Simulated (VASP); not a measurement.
Set up this calculation in VASP 6.6.1, as the native input.

- Task: single point
- Functional: PBE
- Potentials or basis: VASP PAW PBE potentials, release 64 (Mg)
- Cutoff: 520 eV
- k mesh: 18 × 18 × 18
- Occupations: gaussian, width 0.1 eV
- Spin: no spin polarisation
- Dipole correction: no
- Further INCAR settings: ALGO = Fast; EDIFF = 1e-06; NBANDS = 9

The structure of Mg lies in POSCAR:

```
Mg
1.0
    0.0000000000      2.6536113505      5.7507964372
    1.6035291217      0.0000000000      5.7507964372
    1.6035291217      2.6536113505      0.0000000000
Mg
2
Direct
    0.8662317826      0.8662317826      0.1337682174
    0.1337682174      0.1337682174      0.8662317826
```

One way to write it, as run:

INCAR

```
  ALGO = Fast
  EDIFF = 1E-6
  ENCUT = 520
  GGA = PE
  ISIF = 2
  ISMEAR = 0
  LASPH = T
  LCHARG = F
  LREAL = F
  LWAVE = F
  NBANDS = 9
  NELM = 80
  PREC = Accurate
  SIGMA = 0.1
```

KPOINTS

```
k-points
0
Gamma
  18 18 18
```

Potentials or basis: VASP PAW PBE potentials, release 64 (Mg).

The run is started by

```bash
$ cat potpaw_PBE.64/Mg/POTCAR > POTCAR
$ mpirun -np 1 vasp_std > vasp.out
```

It gave:

The pressure is -0.1 GPa and the largest force is 0.004 eV/Å. The band gap on the k mesh is zero (bands 2 and 3 overlap by 3.46 eV).

Wall time 9.1 min on 1 thread of Intel Xeon 8259CL, on a shared host, peak memory 0.49 GiB.
